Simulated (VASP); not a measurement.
Re, 2 atoms in the cell. Symmetry: P-3m1, No. 164, trigonal system. The conventional cell has a = 2.701 Å, b = 2.701 Å, c = 4.484 Å, α = 90.00°, β = 90.00°, γ = 120.00°. Re (site symmetry 3m) has 12 Re at 2.65 to 2.81 Å within 3.5 Å.  This cell differs from its parent crystal: atoms displaced along a vibrational mode, the cell strained.

| Item | Value |
| --- | --- |
| Program | VASP 6.6.1 |
| Task | single point |
| Functional | PBE |
| Potentials or basis | VASP PAW PBE potentials, release 64 (Re) |
| Cutoff | 520 eV |
| k mesh | 18 × 18 × 10 |
| Occupations | gaussian, width 0.15 eV |
| Spin | no spin polarisation |
| Dipole correction | no |
| Further INCAR settings | ALGO = Normal; EDIFF = 1e-06; NBANDS = 14 |

Potentials or basis: VASP PAW PBE potentials, release 64 (Re).

Launch:

```bash
$ cat potpaw_PBE.64/Re/POTCAR > POTCAR
$ mpirun -np 1 vasp_std > vasp.out
```

Hardware: 1 thread of Intel(R) Xeon(R) 6975P-C (Granite Rapids), with other jobs on the host.

How long does it take, and how much memory?

Wall time 54 s on 1 thread of Intel(R) Xeon(R) 6975P-C (Granite Rapids), with other jobs on the host, peak memory 0.23 GiB. Counts: scf iterations 12, k points 330.
